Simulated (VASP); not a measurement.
Here is a VASP 6.6.1 calculation.

File INCAR:

```
SYSTEM = CsBe3Ag
PREC = Accurate
ENCUT = 600
EDIFF = 1E-6
ISMEAR = 0
SIGMA = 0.1
LREAL = .FALSE.
LASPH = .TRUE.
NELM = 60
ALGO = Fast
ISIF = 3
LWAVE = .FALSE.
LCHARG = .FALSE.
GGA = PE
IBRION = 2
NSW = 100
EDIFFG = -0.01
```

Contents of KPOINTS:

```
Automatic mesh
0
G
  10 10 6
  0 0 0
```

POSCAR

```
CsBe3Ag
1.0
    3.8788120874      0.0000000000      0.0000000000
    0.0000000000      3.8788120874      0.0000000000
    0.0000000000      0.0000000000      7.4519967422
Cs Be Ag
1 3 1
Direct
    0.5000000000      0.5000000000      0.7285073122
    0.5000000000      0.0000000000      0.2899089909
    0.0000000000      0.5000000000      0.2899089909
    0.0000000000      0.0000000000      0.4042197763
    0.0000000000      0.0000000000      0.0878548895
```

Potentials or basis: VASP PAW PBE potentials, release 64 (Cs_sv, Be, Ag).

Run with:

```bash
$ cat potpaw_PBE.64/Cs_sv/POTCAR potpaw_PBE.64/Be/POTCAR potpaw_PBE.64/Ag/POTCAR > POTCAR
$ mpirun -np 1 vasp_std > vasp.out
```

(1) What does it give for the space group after relaxing (to 0.1 Å)?

(2) Predict the relaxed volume.

(3) Estimate the band gap on the k mesh.

## Answers

(1) P4mm (No. 99).

(2) 23.11 Å³/atom.

(3) zero (bands 13 and 14 overlap by 1.09 eV).

Caveat: spin-orbit coupling is left out, which moves the levels of the heavy elements.
